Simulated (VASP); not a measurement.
Here is a VASP 6.6.1 calculation.

The input INCAR:

```
SYSTEM = TaN
  ALGO = Normal
  EDIFF = 1E-6
  ENCUT = 520
  GGA = RP
  ISIF = 2
  ISMEAR = 0
  LASPH = .True.
  LCHARG = .False.
  LREAL = .False.
  LWAVE = .False.
  NBANDS = 15
  NELM = 100
  PREC = Accurate
  SIGMA = 0.02
```

Contents of KPOINTS:

```
k-points
0
Gamma
  10 10 10
  0 0 0
```

The input POSCAR:

```
TaN
1.0
    3.1272829800      0.0000000000      0.0000000000
    1.5636414900      2.7083065055      0.0000000000
    1.5636414900      0.9027688352      2.5534158608
Ta N
1 1
Direct
    0.5000000000      0.5000000000      0.5000000000
    0.0000000000      0.0000000000      0.0000000000
```

Potentials or basis: VASP PAW PBE potentials, release 64 (Ta_pv, N).

Command:

```sh
$ cat potpaw_PBE.64/Ta_pv/POTCAR potpaw_PBE.64/N/POTCAR > POTCAR
$ mpirun -np 1 vasp_std > vasp.out
```

Problem. Predict the pressure.

Solution. 4.0 GPa.

Problem. Predict the band gap on the k mesh.

Solution. Zero (band 8 reaches 11.31 eV, above the bottom of band 9 at 7.41 eV).

Caveat: the PAW data sets were made with another functional, which shifts forces and pressure a little; spin-orbit coupling is left out, which moves the levels of the heavy elements.
